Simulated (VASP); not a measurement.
# La4TaO (F-43m) in VASP: notebook

Runs on La4TaO. Level: PBE. Tasks: single point, relaxation of cell and atoms.

Program: VASP 6.6.1. These are calculated values, not measurements. Logs are shortened: lines on timing, memory, paths and dates and some standing lists are left out, and cuts for length are marked.

## Step 1: The cell of the first run

Symmetry: F-43m, No. 216, cubic system. The conventional cell has a = 8.364 Å, b = 8.364 Å, c = 8.364 Å, α = 90.00°, β = 90.00°, γ = 90.00°. La (site symmetry 3m) has 6 La at 2.96 Å and 3 O at 3.47 Å and 3 Ta at 3.47 Å within 3.9 Å. Ta (site symmetry -43m) has 12 La at 3.47 Å and 4 O at 3.62 Å within 4.6 Å. O (site symmetry -43m) has 12 La at 3.47 Å and 4 Ta at 3.62 Å within 4.6 Å.

The cell was built from a structure type or drawn by symmetry, and may not be a known phase.

## Step 2: Single point, PBE

The input, INCAR:

```
SYSTEM = La4TaO
PREC = Accurate
ENCUT = 520
EDIFF = 1E-7
ISMEAR = 0
SIGMA = 0.1
LREAL = .False.
LASPH = .True.
NELM = 60
ALGO = Normal
ISIF = 2
LWAVE = .False.
LCHARG = .False.
GGA = PE
NBANDS = 40
```

The input, KPOINTS:

```
Automatic mesh
0
Gamma
  4 4 4
  0 0 0
```

The input, POSCAR:

```
La4TaO
1.0
    0.0000000000      4.1817696300      4.1817696300
    4.1817696300      0.0000000000      4.1817696300
    4.1817696300      4.1817696300      0.0000000000
La Ta O
4 1 1
Direct
    0.6250080000      0.6250080000      0.6250080000
    0.6250080000      0.1249760000      0.6250080000
    0.1249760000      0.6250080000      0.6250080000
    0.6250080000      0.6250080000      0.1249760000
    0.2500000000      0.2500000000      0.2500000000
    0.0000000000      0.0000000000      0.0000000000
```

Potentials or basis: VASP PAW PBE potentials, release 64 (La, Ta_pv, O).

Run with:

```bash
cat potpaw_PBE.64/La/POTCAR potpaw_PBE.64/Ta_pv/POTCAR potpaw_PBE.64/O/POTCAR > POTCAR
mpirun -np 1 vasp_std > vasp.out
```

OUTCAR:

```text
SYSTEM = La4TaO
   PREC = Accurate
   ENCUT = 520
   EDIFF = 1E-7
   ISMEAR = 0
   LREAL = .False.
   LASPH = .True.
   NELM = 60
   ISIF = 2
   GGA = PE

 ion  position               nearest neighbor table
   1  0.625  0.625  0.625-   2 2.96   3 2.96   4 2.96   4 2.96   2 2.96   3 2.96   5 3.47   5 3.47
                             5 3.47
   2  0.625  0.125  0.625-   1 2.96   3 2.96   4 2.96   4 2.96   1 2.96   3 2.96   5 3.47   5 3.47
                             5 3.47
   3  0.125  0.625  0.625-   1 2.96   2 2.96   4 2.96   1 2.96   4 2.96   2 2.96   5 3.47   5 3.47
                             5 3.47
   4  0.625  0.625  0.125-   1 2.96   2 2.96   3 2.96   1 2.96   2 2.96   3 2.96   5 3.47   5 3.47
                             5 3.47
   5  0.250  0.250  0.250-   2 3.47   3 3.47   4 3.47   1 3.47   2 3.47   3 3.47   1 3.47   3 3.47
                             4 3.47   1 3.47   2 3.47   4 3.47
   6  0.000  0.000  0.000-

  LATTYP: Found a face centered cubic cell.
 ALAT       =     8.3635392600

  Lattice vectors:

 A1 = (   0.0000000000,   4.1817696300,   4.1817696300)
 A2 = (   4.1817696300,   0.0000000000,   4.1817696300)
 A3 = (   4.1817696300,   4.1817696300,   0.0000000000)

Analysis of symmetry for initial positions (statically):
=====================================================================
 Subroutine PRICEL returns:
 Original cell was already a primitive cell.

 Routine SETGRP: Setting up the symmetry group for a
 face centered cubic supercell.

 Subroutine GETGRP returns: Found 24 space group operations
 (whereof 24 operations were pure point group operations)
 out of a pool of 48 trial point group operations.

The static configuration has the point symmetry T_d .

Analysis of symmetry for dynamics (positions and initial velocities):
=====================================================================
 Subroutine PRICEL returns:
 Original cell was already a primitive cell.

 Routine SETGRP: Setting up the symmetry group for a
 face centered cubic supercell.

 Subroutine GETGRP returns: Found 24 space group operations
 (whereof 24 operations were pure point group operations)
 out of a pool of 48 trial point group operations.

The dynamic configuration has the point symmetry T_d .

 Subroutine INISYM returns: Found 24 space group operations
 (whereof 24 operations are pure point group operations),
 and found     1 'primitive' translations

----------------------------------------------------------------------------------------

                                     Primitive cell

  volume of cell :     146.2549

  direct lattice vectors                    reciprocal lattice vectors
     0.000000000  4.181769630  4.181769630    -0.119566606  0.119566606  0.119566606
     4.181769630  0.000000000  4.181769630     0.119566606 -0.119566606  0.119566606
     4.181769630  4.181769630  0.000000000     0.119566606  0.119566606 -0.119566606

  length of vectors
     5.913915325  5.913915325  5.913915325     0.207095436  0.207095436  0.207095436

  position of ions in fractional coordinates (direct lattice)
     0.625008000  0.625008000  0.625008000
     0.625008000  0.124976000  0.625008000
     0.124976000  0.625008000  0.625008000
     0.625008000  0.625008000  0.124976000
     0.250000000  0.250000000  0.250000000
     0.000000000  0.000000000  0.000000000

  ion indices of the primitive-cell ions
   primitive index   ion index
                 1           1
                 2           2
                 3           3
                 4           4
                 5           5
                 6           6

----------------------------------------------------------------------------------------

 KPOINTS: Automatic mesh

Automatic generation of k-mesh.
 Grid dimensions read from file:
 generate k-points for:    4    4    4

 Generating k-lattice:

  Cartesian coordinates                     Fractional coordinates (reciprocal lattice)
    -0.029891651  0.029891651  0.029891651     0.250000000  0.000000000  0.000000000
     0.029891651 -0.029891651  0.029891651     0.000000000  0.250000000  0.000000000
     0.029891651  0.029891651 -0.029891651     0.000000000  0.000000000  0.250000000

  Length of vectors
     0.051773859  0.051773859  0.051773859

  Shift w.r.t. Gamma in fractional coordinates (k-lattice)
     0.000000000  0.000000000  0.000000000

 Subroutine IBZKPT returns following result:
 ===========================================

 Found      8 irreducible k-points:

 Following reciprocal coordinates:
            Coordinates               Weight
  0.000000  0.000000  0.000000      1.000000
  0.250000  0.000000  0.000000      8.000000
  0.500000  0.000000  0.000000      4.000000
  0.250000  0.250000  0.000000      6.000000
  0.500000  0.250000  0.000000     24.000000
 -0.250000  0.250000  0.000000     12.000000
  0.500000  0.500000  0.000000      3.000000
 -0.250000  0.500000  0.250000      6.000000
   k-points           NKPTS =      8   k-points in BZ     NKDIM =      8   number of bands    NBANDS=     40
   number of dos      NEDOS =    301   number of ions     NIONS =      6
   total plane-waves  NPLWV = 110592
   dimension x,y,z NGX =    48 NGY =   48 NGZ =   48
   dimension x,y,z NGXF=    96 NGYF=   96 NGZF=   96
   ions per type =               4   1   1
   NGX,Y,Z   is equivalent  to a cutoff of  13.49, 13.49, 13.49 a.u.
   NGXF,Y,Z  is equivalent  to a cutoff of  26.99, 26.99, 26.99 a.u.
 SYSTEM =  La4TaO
   PREC   = accura    normal or accurate (medium, high low for compatibility)
   ISTART =      0    job   : 0-new  1-cont  2-samecut
   ICHARG =      2    charge: 1-file 2-atom 10-const
   ISPIN  =      1    spin polarized calculation?
   LNONCOLLINEAR =      F non collinear calculations
   LSORBIT =      F    spin-orbit coupling
   LASPH  =      T    aspherical Exc in radial PAW
   ENCUT  =  520.0 eV  38.22 Ry    6.18 a.u.  11.00 11.00 11.00*2*pi/ulx,y,z
   NELM   =     60;   NELMIN=  2; NELMDL= -5     # of ELM steps
   EDIFF  = 0.1E-06   stopping-criterion for ELM
   LREAL  =      F    real-space projection
   EDIFFG = 0.1E-05   stopping-criterion for IOM
   NSW    =      0    number of steps for IOM
   IBRION =     -1    ionic relax: 0-MD 1-quasi-New 2-CG
   NFREE  =      0    steps in history (QN), initial steepest desc. (CG)
   ISIF   =      2    stress and relaxation
   ISYM   =      2    0-nonsym 1-usesym 2-fastsym
   POTIM  = 0.5000    time-step for ionic-motion
   TEBEG  =    0.0;   TEEND  =   0.0 temperature during run
   PSTRESS=    0.0 pullay stress
   NELECT =      61.0000    total number of electrons
   NUPDOWN=      -1.0000    fix difference up-down
   EMIN   =  10.00;   EMAX   =-10.00  energy-range for DOS
   EFERMI =   0.00;   METHOD = LEGACY
   ISMEAR =     0;   SIGMA  =   0.10  broadening in eV -4-tet -1-fermi 0-gaus
   EFERMI_NEDOS =   21; number of points for ismear=-14 and -15
   IALGO  =     38    algorithm
   IMIX   =      4    mixing-type and parameters
     AMIX     =   0.40;   BMIX     =  1.00
     AMIX_MAG =   1.60;   BMIX_MAG =  1.00
  volume/ion in A,a.u.               =      24.38       164.50
  Fermi-wavevector in a.u.,A,eV,Ry     =   1.223155  2.311427 20.355773  1.496107
  Thomas-Fermi vector in A             =   2.358276
   LORBIT       =      0    0 simple, 1 ext, 2 COOP (PROOUT), +10 PAW based schemes
   GGA     = PE    functional components
   LHFCALC =     F    Hartree Fock is set to
   AEXX    =    0.0000 exact exchange contribution
   IVDW    =     0    specifies the selected vdW correction
   LEPSILON=     F    determine dielectric tensor
   LRPA    =     F    only Hartree local field effects (RPA)
 non-spin polarized calculation
 Gauss-broadening in eV      SIGMA  =   0.10
  energy-cutoff  :      520.00
  volume of cell :      146.25
 maximum number of plane-waves:      3972
 NGX is ok and might be reduce to    48
   NGX = 21   NGY = 21   NGZ = 21

 number of electron      61.0000005 magnetization

 Free energy of the ion-electron system (eV)
  ---------------------------------------------------
  ext. energy  EPLUGINS =         0.00000000
  ---------------------------------------------------
  free energy    TOTEN  =       -30.19476263 eV

  energy without entropy =      -30.14796934  energy(sigma->0) =      -30.17136599

 E-fermi :   8.7977     XC(G=0): -10.6231

 val. band max:        8.7857894722   @ k =   0.5000   0.5000   0.0000
 cond. band min:       8.8402590937   @ k =   0.5000   0.2500   0.0000
 fundamental gap:      0.0544696216
 Fermi energy:         8.7976695625

 k-point     1 :       0.0000    0.0000    0.0000
  band No.  band energies     occupation
      1     -25.7124      2.00000
      2     -25.7124      2.00000
      3     -25.7124      2.00000
      4     -24.5629      2.00000
      5     -23.1332      2.00000
      6     -23.1332      2.00000
[... 32 lines left out ...]
     39      10.0627      0.00000
     40      10.5382      0.00000

 k-point     2 :       0.2500    0.0000    0.0000
  band No.  band energies     occupation
      1     -25.7158      2.00000
      2     -25.7125      2.00000
      3     -25.7125      2.00000
      4     -24.4332      2.00000
      5     -23.3175      2.00000
      6     -23.1366      2.00000
[... 32 lines left out ...]
     39      10.3168      0.00000
     40      10.6247      0.00000

 k-point     3 :       0.5000    0.0000    0.0000
  band No.  band energies     occupation
      1     -25.7189      2.00000
      2     -25.7125      2.00000
      3     -25.7125      2.00000
      4     -24.2448      2.00000
      5     -23.5592      2.00000
      6     -23.1398      2.00000
[... 165 lines left out ...]
  band No.  band energies     occupation
      1     -25.7170      2.00000
      2     -25.7136      2.00000
      3     -25.7136      2.00000
      4     -23.9328      2.00000
      5     -23.9022      2.00000
      6     -23.1448      2.00000
[... 32 lines left out ...]
     39      10.7761      0.00000
     40      10.7990      0.00000

 k-point     8 :      -0.2500    0.5000    0.2500
  band No.  band energies     occupation
      1     -25.7169      2.00000
      2     -25.7140      2.00000
      3     -25.7137      2.00000
      4     -23.9304      2.00000
      5     -23.9022      2.00000
      6     -23.1471      2.00000
[... 32 lines left out ...]
     39      10.4186      0.00000
     40      10.6454      0.00000

------------------------ aborting loop because EDIFF is reached ----------------------------------------

  FORCE on cell =-STRESS in cart. coord.  units (eV):
  Direction    XX          YY          ZZ          XY          YZ          ZX
  --------------------------------------------------------------------------------------
  -------------------------------------------------------------------------------------
  Total        7.3895697      7.3895697      7.3895697     -0.0000000     -0.0000000     -0.0000000
  in kB       80.9504789     80.9504789     80.9504789     -0.0000000     -0.0000000     -0.0000000
  external PRESSURE =      80.9504789 kB  Pullay stress =       0.0000000 kB

 VOLUME and BASIS-vectors are now :
 -----------------------------------------------------------------------------
  energy-cutoff  :      520.00
  volume of cell :      146.25
      direct lattice vectors                 reciprocal lattice vectors
     0.000000000  4.181769630  4.181769630    -0.119566606  0.119566606  0.119566606
     4.181769630  0.000000000  4.181769630     0.119566606 -0.119566606  0.119566606
     4.181769630  4.181769630  0.000000000     0.119566606  0.119566606 -0.119566606

 POSITION                                       TOTAL-FORCE (eV/Angst)
 -----------------------------------------------------------------------------------
      5.22728      5.22728      5.22728        -0.122744     -0.122744     -0.122744
      3.13626      5.22728      3.13626         0.122744     -0.122744      0.122744
      5.22728      3.13626      3.13626        -0.122744      0.122744      0.122744
      3.13626      3.13626      5.22728         0.122744      0.122744     -0.122744
      2.09088      2.09088      2.09088        -0.000000     -0.000000      0.000000
      0.00000      0.00000      0.00000        -0.000000     -0.000000      0.000000
 -----------------------------------------------------------------------------------
    total drift:                                0.000000      0.000000      0.000000

  FREE ENERGIE OF THE ION-ELECTRON SYSTEM (eV)
  ---------------------------------------------------
  free  energy   TOTEN  =       -30.1947626332 eV

  energy  without entropy=      -30.1479693410  energy(sigma->0) =      -30.17136599
```

It took 3.1 min on 1 thread of Intel Xeon 8259CL, shared host; peak memory 0.35 GiB.

Results:

```
Free energy            : -30.1948 eV
Pressure               : 8.1 GPa
Band gap on the k mesh : zero (an odd number of electrons rules out a gap without spin polarisation)
```

Levels at points of the mesh, in eV from the Fermi level:
```tsv
k point	band 28	band 29	band 30	band 31	band 32	band 33	band 34	band 35
(0.00, 0.00, 0.00)	-1.67	-0.60	-0.60	0.14	0.14	0.14	0.76	0.76
(0.50, 0.00, 0.00)	-0.95	-0.69	-0.69	-0.02	0.15	0.15	1.07	1.07
(0.50, 0.50, 0.00)	-0.71	-0.71	-0.68	-0.01	0.12	0.12	0.38	1.38
```

Caveat: the cell stands under pressure; spin-orbit coupling is left out, which moves the levels of the heavy elements; an odd number of electrons without spin polarisation forces a metal; a magnetic or distorted state may lie lower.

## Step 3: Single point, PBE

This run uses another cell than the first one, of 28.15 Å³/atom.

The input, INCAR:

```
SYSTEM = La4TaO
  PREC = Accurate
  ENCUT = 520
  EDIFF = 1E-6
  ISMEAR = 0
  SIGMA = 0.1
  LREAL = .False.
  LASPH = .True.
  NELM = 100
  ALGO = Normal
  ISIF = 2
  LWAVE = .False.
  LCHARG = .False.
  GGA = PE
  NBANDS = 40
```

The input, KPOINTS:

```
regular mesh
0
Gamma
  4 4 4
  0 0 0
```

The input, POSCAR:

```
La4TaO
1.0
    0.0000000000      4.3874454714      4.3874454714
    4.3874454714      0.0000000000      4.3874454714
    4.3874454714      4.3874454714      0.0000000000
La Ta O
4 1 1
Direct
    0.6238581194      0.6238581194      0.6238581194
    0.6238581194      0.1284256419      0.6238581194
    0.1284256419      0.6238581194      0.6238581194
    0.6238581194      0.6238581194      0.1284256419
    0.2500000000      0.2500000000      0.2500000000
    0.0000000000      0.0000000000      0.0000000000
```

Potentials or basis: VASP PAW PBE potentials, release 64 (La, Ta_pv, O).

Run with:

```bash
cat potpaw_PBE.64/La/POTCAR potpaw_PBE.64/Ta_pv/POTCAR potpaw_PBE.64/O/POTCAR > POTCAR
mpirun -np 1 vasp_std > vasp.out
```

Run time: 3 min. Hardware: 1 thread of Intel Xeon 8259CL, shared host; peak memory 0.36 GiB.

The run converged. Its results:

| Property | Result |
| --- | --- |
| Free energy | -30.7228 eV |
| Pressure | 0.2 GPa |
| Largest force | 0.004 eV/Å |
| Band gap on the k mesh | zero (an odd number of electrons rules out a gap without spin polarisation) |

Forces in eV/Å, atoms in the order of the input:
```
La   0.002  0.002  0.002
La  -0.002  0.002 -0.002
La   0.002 -0.002 -0.002
La  -0.002 -0.002  0.002
Ta   0.000  0.000  0.000
O    0.000  0.000  0.000
```

Levels at points of the mesh, in eV from the Fermi level:
| k point | band 26 | band 27 | band 28 | band 29 | band 30 | band 31 | band 32 | band 33 | band 34 | band 35 |
| --- | --- | --- | --- | --- | --- | --- | --- | --- | --- | --- |
| (0.00, 0.00, 0.00) | -1.43 | -1.43 | -1.43 | -0.41 | -0.41 | 0.14 | 0.14 | 0.14 | 0.76 | 0.76 |
| (0.50, 0.00, 0.00) | -0.82 | -0.74 | -0.74 | -0.51 | -0.51 | -0.09 | 0.20 | 0.20 | 1.02 | 1.02 |
| (0.50, 0.50, 0.00) | -0.92 | -0.84 | -0.58 | -0.58 | -0.50 | 0.00 | 0.37 | 0.37 | 0.42 | 1.30 |

Caveat: spin-orbit coupling is left out, which moves the levels of the heavy elements; an odd number of electrons without spin polarisation forces a metal; a magnetic or distorted state may lie lower.

## Step 4: Single point, PBE

This run uses another cell than the first one, of 28.10 Å³/atom.

The input, INCAR:

```
SYSTEM = La4TaO
PREC = Accurate
ENCUT = 520
EDIFF = 1E-6
ISMEAR = 0
SIGMA = 0.1
LREAL = .False.
LASPH = .True.
NELM = 80
ALGO = Normal
ISIF = 2
LWAVE = .False.
LCHARG = .False.
GGA = PE
NBANDS = 40
```

The input, KPOINTS:

```
Automatic mesh
0
Gamma
  8 8 8
  0 0 0
```

The input, POSCAR:

```
La4TaO
1.0
    0.0000000000      4.3845095526      4.3845095526
    4.3845095526      0.0000000000      4.3845095526
    4.3845095526      4.3845095526      0.0000000000
La Ta O
4 1 1
Direct
    0.3765078134      0.8704765599      0.3765078134
    0.8704765599      0.3765078134      0.3765078134
    0.3765078134      0.3765078134      0.8704765599
    0.3765078134      0.3765078134      0.3765078134
    0.7500000000      0.7500000000      0.7500000000
    0.0000000000      0.0000000000      0.0000000000
```

Run with:

```bash
cat potpaw_PBE.64/La/POTCAR potpaw_PBE.64/Ta_pv/POTCAR potpaw_PBE.64/O/POTCAR > POTCAR
mpirun -np 1 vasp_std > vasp.out
```

Run time: 9.7 min. Hardware: 1 thread of Intel Xeon 8259CL, shared host; peak memory 0.45 GiB.

The run converged. Its results:

- Free energy: -30.8397 eV
- Pressure: 0.0 GPa
- Largest force: 0.013 eV/Å
- Band gap on the k mesh: zero (an odd number of electrons rules out a gap without spin polarisation)

Forces in eV/Å, atoms in the order of the input:
```
La  -0.007  0.007 -0.007
La   0.007 -0.007 -0.007
La  -0.007 -0.007  0.007
La   0.007  0.007  0.007
Ta   0.000  0.000  0.000
O    0.000  0.000  0.000
```

Levels at points of the mesh, in eV from the Fermi level:
| k point | band 27 | band 28 | band 29 | band 30 | band 31 | band 32 | band 33 | band 34 | band 35 | band 36 |
| --- | --- | --- | --- | --- | --- | --- | --- | --- | --- | --- |
| (0.00, 0.00, 0.00) | -1.38 | -1.38 | -0.38 | -0.38 | 0.17 | 0.17 | 0.17 | 0.79 | 0.79 | 1.12 |
| (0.50, 0.00, 0.00) | -0.70 | -0.70 | -0.49 | -0.49 | -0.05 | 0.24 | 0.24 | 1.04 | 1.04 | 1.15 |
| (0.50, 0.50, 0.00) | -0.80 | -0.55 | -0.55 | -0.48 | 0.02 | 0.41 | 0.41 | 0.45 | 1.35 | 1.43 |

Caveat: spin-orbit coupling is left out, which moves the levels of the heavy elements; an odd number of electrons without spin polarisation forces a metal; a magnetic or distorted state may lie lower.

(Continued in part 2 of 2.)
